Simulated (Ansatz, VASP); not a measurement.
## One calculation of ZrB2, two programs

```
Zr B
1.0
     3.19665    0.00000    0.00000
    -1.59832    2.76838    0.00000
     0.00000    0.00000    3.52000
Zr B
1 2
Direct
  0.00000 0.00000 0.00000
  0.33333 0.66667 0.50000
  0.66667 0.33333 0.50000
```

Change from the starting cell: equal xx and yy strain of +1 %, PAW files.

Alike in both runs: task electric field gradients; functional LDA; k mesh 13 × 13 × 10; occupations fermi-dirac, width 0.03 eV; no spin polarisation.

|  | VASP | Ansatz |
| --- | --- | --- |
| version | VASP 6.6.1 | Ansatz 0.2.0 |
| potentials or method | VASP PAW LDA potentials, release 64 (Zr_sv, B) | PAW with Ansatz's default frozen-core files, scalar-relativistic |
| plane-wave cutoff (eV) | 520 | 420 |
| valence electrons in the cell | 18 | 18 |

```tsv
	VASP	Ansatz	Ansatz less VASP
pressure (GPa)	-11.4	-11.8	-0.43
traceless stress, the component that is largest in VASP (GPa)	3.23	3.20	-0.034
size of Vzz on the site where it differs most (V/Å²)	42.9	45.2	+2.26
```

LDA's correlation is that of Perdew and Zunger in VASP and of Perdew and Wang (1992) in Ansatz.
